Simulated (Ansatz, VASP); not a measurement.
One calculation of CaO, two programs

```xyz
2
Lattice="0.0000 2.5025 2.5025 2.5025 0.0000 2.5025 2.5025 2.5025 0.0000" Properties=species:S:1:pos:R:3 pbc="T T T"
Ca    0.0000    0.0000    0.0000
O     1.2512    1.2512    1.2512
```

Change from the starting cell: hydrostatic strain -4.0%.

Alike in both runs: task single point; functional HSE06; k mesh 6 × 6 × 6; no spin polarisation.

|  | VASP | Ansatz |
| --- | --- | --- |
| version | VASP 6.6.1 | Ansatz 0.2.0 |
| potentials or method | VASP PAW PBE potentials, release 64 (Ca_sv, O) | plane waves, PAW |
| plane-wave cutoff (eV) | 520 | 420 |
| occupations | gaussian, width 0.01 eV | fixed |
| valence electrons in the cell | 16 | 16 |

```tsv
	VASP	Ansatz	Ansatz less VASP
gap on the k mesh at the Fermi level (eV)	5.18	5.20	+0.020
pressure (GPa)	13.8	12.9	-0.91
```

Ansatz's warnings: stress exchange threshold loose, stress scf threshold loose.
